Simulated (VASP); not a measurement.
Here is a VASP 6.6.1 calculation.

File INCAR:

```
SYSTEM = BaTe
ALGO = Normal
EDIFF = 1E-6
ENCUT = 520
GGA = CA
ISIF = 2
ISMEAR = 0
LASPH = .TRUE.
LCHARG = .FALSE.
LREAL = .FALSE.
LWAVE = .FALSE.
NBANDS = 15
NELM = 80
PREC = Accurate
SIGMA = 0.05
```

File KPOINTS:

```
k-points
0
G
  8 8 8
  0 0 0
```

POSCAR

```
BaTe
1.0
    4.0137637078      0.0000000000      0.0000000000
    0.0000000000      4.0137637078      0.0000000000
    0.0000000000      0.0000000000      3.9108466897
Ba Te
1 1
Direct
    0.0000000000      0.0000000000      0.0000000000
    0.5000000000      0.5000000000      0.5000000000
```

Potentials or basis: VASP PAW LDA potentials, release 64 (Ba_sv, Te).

Run with:

```bash
$ cat potpaw_LDA.64/Ba_sv/POTCAR potpaw_LDA.64/Te/POTCAR > POTCAR
$ mpirun -np 1 vasp_std > vasp.out
```

**Question.** Estimate the pressure.

**Answer.** 6.1 GPa.

**Question.** Estimate the band gap on the k mesh.

**Answer.** Zero (band 8 reaches 5.54 eV, above the bottom of band 9 at 5.42 eV).

Stress tensor (GPa, compression positive):
```
5.39 0.00 0.00
0.00 5.39 0.00
0.00 0.00 7.47
```

Caveat: the cell differs from its parent crystal (strain -0.025 along x and y, -0.050 along z); spin-orbit coupling is left out, which moves the levels of the heavy elements.
